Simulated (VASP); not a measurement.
# TiC (rock salt type) in VASP: further runs, part 2 of 2

VASP 6.6.1. The steps go on from the part before.

## Step 4: Single point, HSE06

This run uses another cell than the first one, of 10.25 Å³/atom, 1.010 times its volume.

Input file POSCAR:

```
TiC
1.0
    0.0000000000      2.1721927439      2.1721927439
    2.1721927439      0.0000000000      2.1721927439
    2.1721927439      2.1721927439      0.0000000000
Ti C
1 1
Direct
    0.0000000000      0.0000000000      0.0000000000
    0.5000000000      0.5000000000      0.5000000000
```

Input file INCAR.step1:

```
SYSTEM = TiC
  PREC = Accurate
  ENCUT = 520
  EDIFF = 1E-5
  ISMEAR = -1
  SIGMA = 0.1
  LREAL = .FALSE.
  LASPH = .TRUE.
  NELM = 120
  ALGO = Normal
  ISIF = 2
  LWAVE = .TRUE.
  LCHARG = .FALSE.
  NBANDS = 15
  GGA = PE
  GGA_COMPAT = .FALSE.
```

Input file INCAR.step2:

```
SYSTEM = TiC
  PREC = Accurate
  ENCUT = 520
  EDIFF = 1E-6
  ISMEAR = -1
  SIGMA = 0.1
  LREAL = .FALSE.
  LASPH = .TRUE.
  NELM = 120
  ALGO = Normal
  ISIF = 2
  LWAVE = .FALSE.
  LCHARG = .FALSE.
  GGA = PE
  LHFCALC = .TRUE.
  HFSCREEN = 0.2079
  PRECFOCK = Normal
  NBANDS = 15
  ISTART = 1
  GGA_COMPAT = .FALSE.
```

Input file KPOINTS:

```
Automatic mesh
0
G
  4 4 4
  0 0 0
```

Potentials or basis: VASP PAW PBE potentials, release 64 (Ti_sv, C).

Started as:

```sh
$ cat potpaw_PBE.64/Ti_sv/POTCAR potpaw_PBE.64/C/POTCAR > POTCAR
$ cp INCAR.step1 INCAR
$ mpirun -np 1 vasp_std > vasp.out
$ cp INCAR.step2 INCAR
$ mpirun -np 1 vasp_std > vasp.out
```

OUTCAR:

```text
SYSTEM = TiC
   PREC = Accurate
   ENCUT = 520
   EDIFF = 1E-6
   ISMEAR = -1
   LREAL = .FALSE.
   LASPH = .TRUE.
   NELM = 120
   ISIF = 2
   GGA = PE
   LHFCALC = .TRUE.
   HFSCREEN = 0.2079
   PRECFOCK = Normal
   ISTART = 1

 ion  position               nearest neighbor table
   1  0.000  0.000  0.000-   2 2.17   2 2.17   2 2.17   2 2.17   2 2.17   2 2.17
   2  0.500  0.500  0.500-   1 2.17   1 2.17   1 2.17   1 2.17   1 2.17   1 2.17

  LATTYP: Found a face centered cubic cell.
 ALAT       =     4.3443854878

  Lattice vectors:

 A1 = (   0.0000000000,   2.1721927439,   2.1721927439)
 A2 = (   2.1721927439,   0.0000000000,   2.1721927439)
 A3 = (   2.1721927439,   2.1721927439,   0.0000000000)

Analysis of symmetry for initial positions (statically):
=====================================================================
 Subroutine PRICEL returns:
 Original cell was already a primitive cell.

 Routine SETGRP: Setting up the symmetry group for a
 face centered cubic supercell.

 Subroutine GETGRP returns: Found 48 space group operations
 (whereof 48 operations were pure point group operations)
 out of a pool of 48 trial point group operations.

The static configuration has the point symmetry O_h .

Analysis of symmetry for dynamics (positions and initial velocities):
=====================================================================
 Subroutine PRICEL returns:
 Original cell was already a primitive cell.

 Routine SETGRP: Setting up the symmetry group for a
 face centered cubic supercell.

 Subroutine GETGRP returns: Found 48 space group operations
 (whereof 48 operations were pure point group operations)
 out of a pool of 48 trial point group operations.

The dynamic configuration has the point symmetry O_h .

 Subroutine INISYM returns: Found 48 space group operations
 (whereof 48 operations are pure point group operations),
 and found     1 'primitive' translations

----------------------------------------------------------------------------------------

                                     Primitive cell

  volume of cell :      20.4986

  direct lattice vectors                    reciprocal lattice vectors
     0.000000000  2.172192744  2.172192744    -0.230182152  0.230182152  0.230182152
     2.172192744  0.000000000  2.172192744     0.230182152 -0.230182152  0.230182152
     2.172192744  2.172192744  0.000000000     0.230182152  0.230182152 -0.230182152

  length of vectors
     3.071944439  3.071944439  3.071944439     0.398687182  0.398687182  0.398687182

  position of ions in fractional coordinates (direct lattice)
     0.000000000  0.000000000  0.000000000
     0.500000000  0.500000000  0.500000000

  ion indices of the primitive-cell ions
   primitive index   ion index
                 1           1
                 2           2

----------------------------------------------------------------------------------------

 KPOINTS: Automatic mesh

Automatic generation of k-mesh.
 Grid dimensions read from file:
 generate k-points for:    4    4    4

 Generating k-lattice:

  Cartesian coordinates                     Fractional coordinates (reciprocal lattice)
[... 31 lines left out ...]
   NGX,Y,Z   is equivalent  to a cutoff of  12.99, 12.99, 12.99 a.u.
   NGXF,Y,Z  is equivalent  to a cutoff of  25.98, 25.98, 25.98 a.u.
 SYSTEM =  TiC
   PREC   = accura    normal or accurate (medium, high low for compatibility)
   ISTART =      1    job   : 0-new  1-cont  2-samecut
   ICHARG =      0    charge: 1-file 2-atom 10-const
   ISPIN  =      1    spin polarized calculation?
   LNONCOLLINEAR =      F non collinear calculations
   LSORBIT =      F    spin-orbit coupling
   LASPH  =      T    aspherical Exc in radial PAW
   ENCUT  =  520.0 eV  38.22 Ry    6.18 a.u.   5.71  5.71  5.71*2*pi/ulx,y,z
   NELM   =    120;   NELMIN=  2; NELMDL=  0     # of ELM steps
   EDIFF  = 0.1E-05   stopping-criterion for ELM
   LREAL  =      F    real-space projection
   EDIFFG = 0.1E-04   stopping-criterion for IOM
   NSW    =      0    number of steps for IOM
   IBRION =     -1    ionic relax: 0-MD 1-quasi-New 2-CG
   NFREE  =      0    steps in history (QN), initial steepest desc. (CG)
   ISIF   =      2    stress and relaxation
   ISYM   =      3    0-nonsym 1-usesym 2-fastsym
   POTIM  = 0.5000    time-step for ionic-motion
   TEBEG  =    0.0;   TEEND  =   0.0 temperature during run
   PSTRESS=    0.0 pullay stress
   NELECT =      16.0000    total number of electrons
   NUPDOWN=      -1.0000    fix difference up-down
   EMIN   =  10.00;   EMAX   =-10.00  energy-range for DOS
   EFERMI =   0.00;   METHOD = LEGACY
   ISMEAR =    -1;   SIGMA  =   0.10  broadening in eV -4-tet -1-fermi 0-gaus
   EFERMI_NEDOS =   21; number of points for ismear=-14 and -15
   IALGO  =     38    algorithm
   IMIX   =      1    mixing-type and parameters
     AMIX     =   0.40;   BMIX     =  1.00
     AMIX_MAG =   1.60;   BMIX_MAG =  1.00
  volume/ion in A,a.u.               =      10.25        69.17
  Fermi-wavevector in a.u.,A,eV,Ry     =   1.507323  2.848428 30.912765  2.272024
  Thomas-Fermi vector in A             =   2.617925
   LORBIT       =      0    0 simple, 1 ext, 2 COOP (PROOUT), +10 PAW based schemes
   GGA     = PE    functional components
   LHFCALC =     T    Hartree Fock is set to
   PRECFOCK=normal    Normal, Fast or Accurate (Low or Medium for compatibility)
   ENCUT4O =  -1.0   cutoff for four orbital integrals eV
   NKREDX  =     1    reduce k-point grid by
   NKREDY  =     1    reduce k-point grid by
   NKREDZ  =     1    reduce k-point grid by
   AEXX    =    0.2500 exact exchange contribution
   HFSCREEN=    0.2079 screening length (either q_TF or 0.3 A-1)
   HFSCREENC=   0.2079 screening length for correlation (either q_TF or 0.3 A-1)
   ENCUTFOCK=  -1.0 apply spherical cutoff to Coloumb kernel
   IVDW    =     0    specifies the selected vdW correction
   LEPSILON=     F    determine dielectric tensor
   LRPA    =     F    only Hartree local field effects (RPA)
 non-spin polarized calculation
  energy-cutoff  :      520.00
  volume of cell :       20.50
 maximum number of plane-waves:       568
 NGX is ok and might be reduce to    24
  NGX = 18; NGY = 18; NGZ = 18

 number of electron      15.9999999 magnetization

 Free energy of the ion-electron system (eV)
  ---------------------------------------------------
  ext. energy  EPLUGINS =         0.00000000
  ---------------------------------------------------
  free energy    TOTEN  =       -21.92940093 eV

  energy without entropy =      -21.89622446  energy(sigma->0) =      -21.91281270

 E-fermi :   9.0068     XC(G=0): -10.3552

 val. band max:        8.9583076298   @ k =   0.2500   0.2500   0.0000
 cond. band min:       9.0122619744   @ k =   0.5000   0.5000   0.0000
 fundamental gap:      0.0539543446
 Fermi energy:         9.0067741899

 k-point     1 :       0.0000    0.0000    0.0000
  band No.  band energies     occupation
      1     -52.1869      2.00000
      2     -26.5582      2.00000
      3     -26.5582      2.00000
      4     -26.5582      2.00000
      5      -4.9736      2.00000
      6      10.5471      0.00000
      7      10.5471      0.00000
      8      10.5471      0.00000
      9      11.1141      0.00000
     10      11.1141      0.00000
     11      11.1141      0.00000
     12      11.3455      0.00000
     13      11.3455      0.00000
     14      20.6175      0.00000
[... 113 lines left out ...]
      2     -26.8837      2.00000
      3     -26.8837      2.00000
      4     -26.7411      2.00000
      5      -1.7713      2.00000
      6       5.4446      2.00000
      7       5.4446      2.00000
      8       5.9868      2.00000
      9      12.8577      0.00000
     10      12.8577      0.00000
     11      13.8350      0.00000
     12      15.1779      0.00000
     13      15.2120      0.00000
     14      24.3019      0.00000
     15      24.3019      0.00000

------------------------ aborting loop because EDIFF is reached ----------------------------------------

  FORCE on cell =-STRESS in cart. coord.  units (eV):
  Direction    XX          YY          ZZ          XY          YZ          ZX
  --------------------------------------------------------------------------------------
  -------------------------------------------------------------------------------------
  Total       -0.9006067     -0.9006067     -0.9006067      0.0000000     -0.0000000      0.0000000
  in kB      -70.3915759    -70.3915759    -70.3915759      0.0000000     -0.0000000      0.0000000
  external PRESSURE =     -70.3915759 kB  Pullay stress =       0.0000000 kB

 VOLUME and BASIS-vectors are now :
 -----------------------------------------------------------------------------
  energy-cutoff  :      520.00
  volume of cell :       20.50
      direct lattice vectors                 reciprocal lattice vectors
     0.000000000  2.172192744  2.172192744    -0.230182152  0.230182152  0.230182152
     2.172192744  0.000000000  2.172192744     0.230182152 -0.230182152  0.230182152
     2.172192744  2.172192744  0.000000000     0.230182152  0.230182152 -0.230182152

 POSITION                                       TOTAL-FORCE (eV/Angst)
 -----------------------------------------------------------------------------------
      0.00000      0.00000      0.00000         0.000000      0.000000      0.000000
      2.17219      2.17219      2.17219        -0.000000     -0.000000     -0.000000
 -----------------------------------------------------------------------------------
    total drift:                                0.000000     -0.000000      0.000000

  FREE ENERGIE OF THE ION-ELECTRON SYSTEM (eV)
  ---------------------------------------------------
  free  energy   TOTEN  =       -21.9294009321 eV

  energy  without entropy=      -21.8962244585  energy(sigma->0) =      -21.91281270
```

Run time: 8.8 min. Hardware: 1 thread of Intel Xeon Platinum 8259CL at 2.50GHz (Skylake/Cascade Lake), shared host; peak memory 0.24 GiB.

Results:

```yaml
Free_energy: -21.9294 eV
Pressure: -7.0 GPa
Band_gap_on_the_k_mesh: zero (band 8 reaches 10.55 eV, above the bottom of band 9 at 8.96 eV)
```

Caveat: the k points lie up to 0.63 Å⁻¹ apart; the PAW data sets were made with another functional, which shifts forces and pressure a little.
